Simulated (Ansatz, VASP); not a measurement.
## One calculation of Hg, two programs

```xyz
2
Lattice="0.0000 3.1464 3.1464 3.1464 0.0000 3.1464 3.1464 3.1464 0.0000" Properties=species:S:1:pos:R:3 pbc="T T T"
Hg    0.7866    0.7866    0.7866
Hg    5.5062    5.5062    5.5062
```

Alike in both runs: task relaxation of cell and atoms; functional RPBE; k mesh 9 × 9 × 9; occupations fermi-dirac, width 0.1 eV; no spin polarisation.

```csv
,VASP,Ansatz
version,VASP 6.6.1,Ansatz 0.2.0
potentials or method,"VASP PAW PBE potentials, release 64 (Hg), cutoff 500 eV","plane waves (420 eV) with PAW, scalar-relativistic"
valence electrons in the cell,24,40
```

Ansatz gave:

```
gap on the k mesh at the Fermi level, each at its own relaxed structure (eV) : 3.87
relaxed volume (Å³/atom)                                                     : 133.41
relaxed cell length with the largest relative difference (Å)                 : 7.226
```

Which values does VASP return?

gap on the k mesh at the Fermi level, each at its own relaxed structure (eV): 2.85; relaxed volume (Å³/atom): 91.65; relaxed cell length with the largest relative difference (Å): 6.376.

VASP's potentials were made for PBE, not for RPBE. One of these differences is far larger than is usual between the two programs; its cause wasn't traced. VASP's potentials hold 24 valence electrons a cell and Ansatz's 40, so a difference there can come from the potentials and not from the codes. Ansatz's warnings: xc potential rough in thin density.

Spin-orbit coupling is off throughout. Noted on VASP's run: the volume moved by over 15 % at a fixed basis, so the end points are rough.
